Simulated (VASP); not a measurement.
# ZnSe (Stilleite) (F-43m) in VASP: notebook

ZnSe (Stilleite) is run at these levels: r2SCAN; tasks: single point.

All numbers are computed with VASP 6.6.1; they aren't measurements. Logs are shortened: lines on timing, memory, paths and dates and some standing lists are left out, and cuts for length are marked.

## Step 1: The cell of the first run

Symmetry: F-43m, No. 216, cubic system. Conventional cell: a = 5.551 Å, b = 5.551 Å, c = 5.551 Å, α = 90.00°, β = 90.00°, γ = 90.00°. Zn (site symmetry -43m) has 4 Se at 2.40 Å within 3.2 Å. Within 3.2 Å of Se (site symmetry -43m) lie 4 Zn at 2.40 Å.

## Step 2: Single point, r2SCAN

File POSCAR:

```
ZnSe
1.0
    0.0000000000      2.7753482000      2.7753482000
    2.7753482000      0.0000000000      2.7753482000
    2.7753482000      2.7753482000      0.0000000000
Zn Se
1 1
Direct
    0.0000000000      0.0000000000      0.0000000000
    0.2500000000      0.2500000000      0.2500000000
```

File INCAR.step1:

```
PREC = Accurate ; ENCUT = 520
ISMEAR = -1 ; SIGMA = 0.02
LREAL = False ; LASPH = True
NELM = 60 ; NBANDS = 16
GGA = PE ; ALGO = Normal
EDIFF = 1E-4 ; LWAVE = True
LCHARG = False
```

File INCAR.step2:

```
PREC = Accurate ; ENCUT = 520
EDIFF = 1E-7 ; ISMEAR = -1
SIGMA = 0.02 ; LREAL = False
LASPH = True ; NELM = 60
ALGO = Normal ; ISIF = 2
LWAVE = False ; LCHARG = False
METAGGA = R2SCAN ; LMIXTAU = True
NBANDS = 16 ; ISTART = 1
```

File KPOINTS:

```
Automatic mesh
0
Gamma
  8 8 8
```

Potentials or basis: VASP PAW PBE potentials, release 64 (Zn, Se).

Command:

```
cat potpaw_PBE.64/Zn/POTCAR potpaw_PBE.64/Se/POTCAR > POTCAR
cp INCAR.step1 INCAR
mpirun -np 1 vasp_std > vasp.out
cp INCAR.step2 INCAR
mpirun -np 1 vasp_std > vasp.out
```

OUTCAR:

```text
PREC = Accurate
   ENCUT = 520
   EDIFF = 1E-7
   ISMEAR = -1
   LREAL = False
   LASPH = True
   NELM = 60
   ISIF = 2
   METAGGA = R2SCAN
   ISTART = 1

 ion  position               nearest neighbor table
   1  0.000  0.000  0.000-   2 2.40   2 2.40   2 2.40   2 2.40
   2  0.250  0.250  0.250-   1 2.40   1 2.40   1 2.40   1 2.40

  LATTYP: Found a face centered cubic cell.
 ALAT       =     5.5506964000

  Lattice vectors:

 A1 = (   0.0000000000,   2.7753482000,   2.7753482000)
 A2 = (   2.7753482000,   0.0000000000,   2.7753482000)
 A3 = (   2.7753482000,   2.7753482000,   0.0000000000)

Analysis of symmetry for initial positions (statically):
=====================================================================
 Subroutine PRICEL returns:
 Original cell was already a primitive cell.

 Routine SETGRP: Setting up the symmetry group for a
 face centered cubic supercell.

 Subroutine GETGRP returns: Found 24 space group operations
 (whereof 24 operations were pure point group operations)
 out of a pool of 48 trial point group operations.

The static configuration has the point symmetry T_d .

Analysis of symmetry for dynamics (positions and initial velocities):
=====================================================================
 Subroutine PRICEL returns:
 Original cell was already a primitive cell.

 Routine SETGRP: Setting up the symmetry group for a
 face centered cubic supercell.

 Subroutine GETGRP returns: Found 24 space group operations
 (whereof 24 operations were pure point group operations)
 out of a pool of 48 trial point group operations.

The dynamic configuration has the point symmetry T_d .

 Subroutine INISYM returns: Found 24 space group operations
 (whereof 24 operations are pure point group operations),
 and found     1 'primitive' translations

----------------------------------------------------------------------------------------

                                     Primitive cell

  volume of cell :      42.7546

  direct lattice vectors                    reciprocal lattice vectors
     0.000000000  2.775348200  2.775348200    -0.180157574  0.180157574  0.180157574
     2.775348200  0.000000000  2.775348200     0.180157574 -0.180157574  0.180157574
     2.775348200  2.775348200  0.000000000     0.180157574  0.180157574 -0.180157574

  length of vectors
     3.924935065  3.924935065  3.924935065     0.312042072  0.312042072  0.312042072

  position of ions in fractional coordinates (direct lattice)
     0.000000000  0.000000000  0.000000000
     0.250000000  0.250000000  0.250000000

  ion indices of the primitive-cell ions
   primitive index   ion index
                 1           1
                 2           2

----------------------------------------------------------------------------------------

 KPOINTS: Automatic mesh

Automatic generation of k-mesh.
 Grid dimensions read from file:
 generate k-points for:    8    8    8

 Generating k-lattice:

  Cartesian coordinates                     Fractional coordinates (reciprocal lattice)
    -0.022519697  0.022519697  0.022519697     0.125000000  0.000000000  0.000000000
     0.022519697 -0.022519697  0.022519697     0.000000000  0.125000000  0.000000000
     0.022519697  0.022519697 -0.022519697     0.000000000  0.000000000  0.125000000

  Length of vectors
     0.039005259  0.039005259  0.039005259

  Shift w.r.t. Gamma in fractional coordinates (k-lattice)
     0.000000000  0.000000000  0.000000000

 Subroutine IBZKPT returns following result:
 ===========================================

 Found     29 irreducible k-points:

 Following reciprocal coordinates:
            Coordinates               Weight
  0.000000  0.000000  0.000000      1.000000
  0.125000  0.000000  0.000000      8.000000
  0.250000  0.000000  0.000000      8.000000
  0.375000  0.000000  0.000000      8.000000
  0.500000  0.000000  0.000000      4.000000
  0.125000  0.125000  0.000000      6.000000
[... 16 lines left out ...]
  0.500000  0.250000  0.125000     48.000000
 -0.375000  0.250000  0.125000     24.000000
 [... further k-points ...]
   k-points           NKPTS =     29   k-points in BZ     NKDIM =     29   number of bands    NBANDS=     16
   number of dos      NEDOS =    301   number of ions     NIONS =      2
   total plane-waves  NPLWV =  27000
   dimension x,y,z NGX =    30 NGY =   30 NGZ =   30
   dimension x,y,z NGXF=    60 NGYF=   60 NGZF=   60
   ions per type =               1   1
   NGX,Y,Z   is equivalent  to a cutoff of  12.71, 12.71, 12.71 a.u.
   NGXF,Y,Z  is equivalent  to a cutoff of  25.41, 25.41, 25.41 a.u.
 SYSTEM =  unknown system
   PREC   = accura    normal or accurate (medium, high low for compatibility)
   ISTART =      1    job   : 0-new  1-cont  2-samecut
   ICHARG =      0    charge: 1-file 2-atom 10-const
   ISPIN  =      1    spin polarized calculation?
   LNONCOLLINEAR =      F non collinear calculations
   LSORBIT =      F    spin-orbit coupling
   LASPH  =      T    aspherical Exc in radial PAW
   ENCUT  =  520.0 eV  38.22 Ry    6.18 a.u.   7.30  7.30  7.30*2*pi/ulx,y,z
   NELM   =     60;   NELMIN=  2; NELMDL=  0     # of ELM steps
   EDIFF  = 0.1E-06   stopping-criterion for ELM
   LREAL  =      F    real-space projection
   EDIFFG = 0.1E-05   stopping-criterion for IOM
   NSW    =      0    number of steps for IOM
   IBRION =     -1    ionic relax: 0-MD 1-quasi-New 2-CG
   NFREE  =      0    steps in history (QN), initial steepest desc. (CG)
   ISIF   =      2    stress and relaxation
   ISYM   =      2    0-nonsym 1-usesym 2-fastsym
   POTIM  = 0.5000    time-step for ionic-motion
   TEBEG  =    0.0;   TEEND  =   0.0 temperature during run
   PSTRESS=    0.0 pullay stress
   NELECT =      18.0000    total number of electrons
   NUPDOWN=      -1.0000    fix difference up-down
   EMIN   =  10.00;   EMAX   =-10.00  energy-range for DOS
   EFERMI =   0.00;   METHOD = LEGACY
   ISMEAR =    -1;   SIGMA  =   0.02  broadening in eV -4-tet -1-fermi 0-gaus
   EFERMI_NEDOS =   21; number of points for ismear=-14 and -15
   IALGO  =     38    algorithm
   IMIX   =      4    mixing-type and parameters
     AMIX     =   0.40;   BMIX     =  1.00
     AMIX_MAG =   1.60;   BMIX_MAG =  1.00
  volume/ion in A,a.u.               =      21.38       144.26
  Fermi-wavevector in a.u.,A,eV,Ry     =   1.226982  2.318660 20.483364  1.505485
  Thomas-Fermi vector in A             =   2.361962
   LORBIT       =      0    0 simple, 1 ext, 2 COOP (PROOUT), +10 PAW based schemes
   METAGGA = R2SCAN    functional components
   LHFCALC =     F    Hartree Fock is set to
   AEXX    =    0.0000 exact exchange contribution
   IVDW    =     0    specifies the selected vdW correction
   LEPSILON=     F    determine dielectric tensor
   LRPA    =     F    only Hartree local field effects (RPA)
 non-spin polarized calculation
  energy-cutoff  :      520.00
  volume of cell :       42.75
 maximum number of plane-waves:      1174
 NGX is ok and might be reduce to    30
   NGX = 15   NGY = 15   NGZ = 15

 number of electron      17.9999986 magnetization

 Free energy of the ion-electron system (eV)
  ---------------------------------------------------
  ext. energy  EPLUGINS =         0.00000000
  ---------------------------------------------------
  free energy    TOTEN  =       -24.87151130 eV

  energy without entropy =      -24.87151130  energy(sigma->0) =      -24.87151130

 E-fermi :   2.2439     XC(G=0): -10.2294

 val. band max:        1.8592926643   @ k =   0.0000   0.0000   0.0000
 cond. band min:       4.0051948709   @ k =   0.0000   0.0000   0.0000
 fundamental gap:      2.1459022067
 Fermi energy:         2.2438968450

 k-point     1 :       0.0000    0.0000    0.0000
  band No.  band energies     occupation
      1     -12.2929      2.00000
      2      -5.0819      2.00000
      3      -5.0819      2.00000
      4      -5.0819      2.00000
      5      -4.6091      2.00000
      6      -4.6091      2.00000
[... 8 lines left out ...]
     15      14.0130      0.00000
     16      14.0130      0.00000

 k-point     2 :       0.1250    0.0000    0.0000
  band No.  band energies     occupation
      1     -12.1759      2.00000
      2      -5.0768      2.00000
      3      -5.0627      2.00000
      4      -5.0626      2.00000
      5      -4.6108      2.00000
      6      -4.6108      2.00000
[... 8 lines left out ...]
     15      13.1714      0.00000
     16      13.6192      0.00000

 k-point     3 :       0.2500    0.0000    0.0000
  band No.  band energies     occupation
      1     -11.8702      2.00000
      2      -5.0223      2.00000
      3      -5.0198      2.00000
      4      -5.0198      2.00000
      5      -4.6093      2.00000
      6      -4.6093      2.00000
[... 8 lines left out ...]
     15      12.9427      0.00000
     16      13.3258      0.00000

 k-point     4 :       0.3750    0.0000    0.0000
  band No.  band energies     occupation
      1     -11.5230      2.00000
      2      -4.9845      2.00000
      3      -4.9844      2.00000
      4      -4.8052      2.00000
      5      -4.5972      2.00000
      6      -4.5971      2.00000
[... 8 lines left out ...]
     15      14.2184      0.00000
     16      14.2185      0.00000

 k-point     5 :       0.5000    0.0000    0.0000
  band No.  band energies     occupation
      1     -11.3633      2.00000
      2      -4.9728      2.00000
      3      -4.9727      2.00000
      4      -4.5883      2.00000
      5      -4.5882      2.00000
      6      -4.4307      2.00000
[... 8 lines left out ...]
     15      15.9365      0.00000
     16      15.9366      0.00000

 k-point     6 :       0.1250    0.1250    0.0000
  band No.  band energies     occupation
      1     -12.1368      2.00000
      2      -5.0951      2.00000
      3      -5.0460      2.00000
      4      -5.0460      2.00000
      5      -4.6230      2.00000
      6      -4.6004      2.00000
[... 8 lines left out ...]
     15      14.1273      0.00000
     16      14.2497      0.00000

 k-point     7 :       0.2500    0.1250    0.0000
  band No.  band energies     occupation
      1     -11.8930      2.00000
      2      -5.0798      2.00000
      3      -5.0010      2.00000
      4      -4.9988      2.00000
      5      -4.6299      2.00000
      6      -4.5929      2.00000
[... 8 lines left out ...]
     15      14.1156      0.00000
     16      14.8925      0.00000

 k-point     8 :       0.3750    0.1250    0.0000
  band No.  band energies     occupation
      1     -11.5540      2.00000
      2      -5.0070      2.00000
      3      -4.9599      2.00000
      4      -4.8882      2.00000
      5      -4.6094      2.00000
      6      -4.5846      2.00000
[... 8 lines left out ...]
     15      14.4740      0.00000
     16      15.0041      0.00000

 k-point     9 :       0.5000    0.1250    0.0000
  band No.  band energies     occupation
      1     -11.3222      2.00000
      2      -4.9729      2.00000
      3      -4.9447      2.00000
      4      -4.6528      2.00000
      5      -4.5857      2.00000
      6      -4.4639      2.00000
[... 8 lines left out ...]
     15      15.4009      0.00000
     16      15.9468      0.00000
[... 172 lines left out ...]
 k-point    19 :       0.5000    0.3750    0.0000
  band No.  band energies     occupation
      1     -11.0976      2.00000
      2      -5.0369      2.00000
      3      -4.8005      2.00000
      4      -4.7774      2.00000
      5      -4.5608      2.00000
      6      -4.4300      2.00000
[... 8 lines left out ...]
     15      16.4190      0.00000
     16      17.3757      0.00000

 k-point    20 :      -0.3750    0.3750    0.0000
  band No.  band energies     occupation
      1     -11.0688      2.00000
      2      -4.9835      2.00000
      3      -4.8251      2.00000
      4      -4.7097      2.00000
      5      -4.5837      2.00000
      6      -4.3019      2.00000
[... 8 lines left out ...]
     15      14.6706      0.00000
     16      18.6218      0.00000

 k-point    21 :       0.5000    0.5000    0.0000
  band No.  band energies     occupation
      1     -11.0447      2.00000
      2      -5.0662      2.00000
      3      -4.7707      2.00000
      4      -4.7707      2.00000
      5      -4.5500      2.00000
      6      -4.4063      2.00000
[... 8 lines left out ...]
     15      16.6406      0.00000
     16      17.2680      0.00000

 k-point    22 :       0.3750    0.2500    0.1250
  band No.  band energies     occupation
      1     -11.6297      2.00000
      2      -5.0433      2.00000
      3      -4.9578      2.00000
      4      -4.9315      2.00000
      5      -4.6283      2.00000
      6      -4.5799      2.00000
[... 8 lines left out ...]
     15      15.0411      0.00000
     16      16.4448      0.00000

 k-point    23 :       0.5000    0.2500    0.1250
  band No.  band energies     occupation
      1     -11.3382      2.00000
      2      -4.9704      2.00000
      3      -4.9271      2.00000
      4      -4.7788      2.00000
      5      -4.5963      2.00000
      6      -4.5474      2.00000
[... 8 lines left out ...]
     15      15.5137      0.00000
     16      16.5482      0.00000

 k-point    24 :      -0.3750    0.2500    0.1250
  band No.  band energies     occupation
      1     -11.2074      2.00000
      2      -4.9570      2.00000
      3      -4.9089      2.00000
      4      -4.6564      2.00000
      5      -4.6033      2.00000
      6      -4.3730      2.00000
[... 8 lines left out ...]
     15      15.5316      0.00000
     16      16.5063      0.00000

 [... further k-points ...]

------------------------ aborting loop because EDIFF is reached ----------------------------------------

  FORCE on cell =-STRESS in cart. coord.  units (eV):
  Direction    XX          YY          ZZ          XY          YZ          ZX
  --------------------------------------------------------------------------------------
  -------------------------------------------------------------------------------------
  Total        1.2632780      1.2632780      1.2632780     -0.0000000     -0.0000000      0.0000000
  in kB       47.3398721     47.3398721     47.3398721     -0.0000000     -0.0000000      0.0000000
  external PRESSURE =      47.3398721 kB  Pullay stress =       0.0000000 kB

 VOLUME and BASIS-vectors are now :
 -----------------------------------------------------------------------------
  energy-cutoff  :      520.00
  volume of cell :       42.75
      direct lattice vectors                 reciprocal lattice vectors
     0.000000000  2.775348200  2.775348200    -0.180157574  0.180157574  0.180157574
     2.775348200  0.000000000  2.775348200     0.180157574 -0.180157574  0.180157574
     2.775348200  2.775348200  0.000000000     0.180157574  0.180157574 -0.180157574

 POSITION                                       TOTAL-FORCE (eV/Angst)
 -----------------------------------------------------------------------------------
      0.00000      0.00000      0.00000         0.000000     -0.000000      0.000000
      1.38767      1.38767      1.38767        -0.000000      0.000000     -0.000000
 -----------------------------------------------------------------------------------
    total drift:                                0.000029      0.000029      0.000029

  FREE ENERGIE OF THE ION-ELECTRON SYSTEM (eV)
  ---------------------------------------------------
  free  energy   TOTEN  =       -24.8715112956 eV

  energy  without entropy=      -24.8715112956  energy(sigma->0) =      -24.87151130
```

Run time: 2.5 min. Hardware: 1 thread of Intel Xeon Platinum 8488C (Sapphire Rapids), shared host; peak memory 0.18 GiB.

What came out:

```yaml
Free_energy: -24.8715 eV
Pressure: 4.7 GPa
Band_gap_on_the_k_mesh: 2.15 eV, direct
```

Levels at points of the mesh, in eV from the valence-band top:
```
           k point  band 5  band 6  band 7  band 8  band 9  band 10  band 11  band 12  band 13  band 14
(0.00, 0.00, 0.00)   -6.47   -6.47    0.00    0.00    0.00     2.15     6.28     6.28     6.28    10.87
(0.50, 0.00, 0.00)   -6.45   -6.29   -5.74   -0.98   -0.98     3.17     6.84     6.84     9.24    12.07
(0.50, 0.50, 0.00)   -6.41   -6.27   -5.08   -2.47   -2.47     3.19     3.86    12.03    12.52    12.52
```

Caveat: the PAW data sets were made with another functional, which shifts forces and pressure a little.

## Step 3: Single point, r2SCAN

This run uses another cell than the first one, of 21.83 Å³/atom, 1.021 times its volume.

File POSCAR:

```
ZnSe
1.0
    0.0000000000      2.7948935500      2.7948935500
    2.7948935500      0.0000000000      2.7948935500
    2.7948935500      2.7948935500      0.0000000000
Zn Se
1 1
Direct
    0.0000000000      0.0000000000      0.0000000000
    0.2500000000      0.2500000000      0.2500000000
```

File INCAR.step1:

```
PREC = Accurate ; ENCUT = 520
ISMEAR = -1 ; SIGMA = 0.02
LREAL = F ; LASPH = T
NELM = 60 ; NBANDS = 16
GGA = PE ; ALGO = Normal
EDIFF = 1E-4 ; LWAVE = T
LCHARG = F
```

File INCAR.step2:

```
PREC = Accurate ; ENCUT = 520
EDIFF = 1E-6 ; ISMEAR = -1
SIGMA = 0.02 ; LREAL = F
LASPH = T ; NELM = 60
ALGO = Normal ; ISIF = 2
LWAVE = F ; LCHARG = F
METAGGA = R2SCAN ; LMIXTAU = T
NBANDS = 16 ; ISTART = 1
```

KPOINTS is that of step 2.

Potentials or basis: VASP PAW PBE potentials, release 64 (Zn, Se).

Command:

```
cat potpaw_PBE.64/Zn/POTCAR potpaw_PBE.64/Se/POTCAR > POTCAR
cp INCAR.step1 INCAR
mpirun -np 1 vasp_std > vasp.out
cp INCAR.step2 INCAR
mpirun -np 1 vasp_std > vasp.out
```

Run time: 2.2 min. Hardware: 1 thread of Intel Xeon Platinum 8488C (Sapphire Rapids), shared host; peak memory 0.18 GiB.

The run converged. Its results:

```
Free energy            : -24.8931 eV
Pressure               : 3.0 GPa
Band gap on the k mesh : 2.05 eV, direct
```

Levels at points of the mesh, in eV from the valence-band top:
| k point | band 5 | band 6 | band 7 | band 8 | band 9 | band 10 | band 11 | band 12 | band 13 | band 14 |
| --- | --- | --- | --- | --- | --- | --- | --- | --- | --- | --- |
| (0.00, 0.00, 0.00) | -6.40 | -6.40 | 0.00 | 0.00 | 0.00 | 2.05 | 6.30 | 6.30 | 6.30 | 10.78 |
| (0.50, 0.00, 0.00) | -6.38 | -6.23 | -5.59 | -0.95 | -0.95 | 3.13 | 6.85 | 6.85 | 9.19 | 11.94 |
| (0.50, 0.50, 0.00) | -6.35 | -6.21 | -4.98 | -2.39 | -2.39 | 3.24 | 3.86 | 11.85 | 12.37 | 12.37 |

Caveat: the PAW data sets were made with another functional, which shifts forces and pressure a little. r2SCAN opens gaps a little over a GGA but as a rule still falls short of measured ones.
